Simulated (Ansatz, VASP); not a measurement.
## W in VASP and in Ansatz

File INCAR:

```
SYSTEM = W
  ALGO = Normal
  EDIFF = 1E-8
  ENCUT = 520
  GGA = PE
  ISIF = 2
  ISMEAR = -1
  LASPH = .True.
  LCHARG = .False.
  LEFG = .True.
  LREAL = .False.
  LWAVE = .False.
  NBANDS = 13
  NELM = 80
  PREC = Accurate
  SIGMA = 0.05
```

Contents of KPOINTS:

```
k-points
0
Gamma
  14 14 14
  0 0 0
```

Contents of POSCAR:

```
W
1.0
    0.0000000000      1.9885598007      1.9885598007
    1.9885598007      0.0000000000      1.9885598007
    1.9885598007      1.9885598007      0.0000000000
W
1
Direct
    0.0000000000      0.0000000000      0.0000000000
```

Input for Ansatz:

```yaml
crystal:
  lattice:
    - [0.0, 1.9885598007, 1.9885598007]
    - [1.9885598007, 0.0, 1.9885598007]
    - [1.9885598007, 1.9885598007, 0.0]
  atoms:
    - { symbol: W, position: [0.0, 0.0, 0.0] }
kpoints:
  mp_grid: { grid: [14, 14, 14] }
scf:
  occupations: { method: fermi_dirac, width: 0.05 }
hamiltonian:
  xc: pbe
  pseudopotentials: { kind: all_electron, datasets: crystal }
output:
  forces: true
  stress: true
  eigenvalues: true
  efg: { contact_densities: true }
```

Change from the starting cell: volume scaled by 0.94, crystal datasets.

Alike in both runs: task electric field gradients; functional PBE; k mesh 14 × 14 × 14; occupations fermi-dirac, width 0.05 eV; no spin polarisation.

|  | VASP | Ansatz |
| --- | --- | --- |
| version | VASP 6.6.1 | Ansatz 0.2.0 |
| potentials or method | VASP PAW PBE potentials, release 64 (W_sv), cutoff 520 eV | all-electron PAW with datasets made for the crystal, scalar-relativistic |

Ansatz gave:

* pressure (GPa): 14.0

Q: What did VASP give for the same quantities?

A: Pressure (GPa): 14.7.

Ansatz ran all-electron here, and VASP with PAW potentials.

Spin-orbit coupling is off throughout.
